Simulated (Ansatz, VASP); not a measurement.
**SiC: VASP beside Ansatz**

```xyz
2
Lattice="0.0000 2.2115 2.2115 2.2115 0.0000 2.2115 2.2115 2.2115 0.0000" Properties=species:S:1:pos:R:3 pbc="T T T"
Si    0.0000    0.0000    0.0000
C     1.1057    1.1057    1.1057
```

Alike in both runs: task single point; functional PBE; k mesh 8 × 8 × 8; no spin polarisation.

|  | VASP | Ansatz |
| --- | --- | --- |
| version | VASP 6.6.1 | Ansatz 0.2.0 |
| potentials or method | VASP PAW PBE potentials, release 64 (Si, C) | plane waves, PAW |
| plane-wave cutoff (eV) | 520 | 420 |
| occupations | gaussian, width 0.01 eV | fixed |
| valence electrons in the cell | 8 | 8 |

```tsv
	VASP	Ansatz	Ansatz less VASP
gap on the k mesh at the Fermi level (eV)	1.40	1.40	+0.001
pressure (GPa)	-5.9	-5.9	+0.04
```
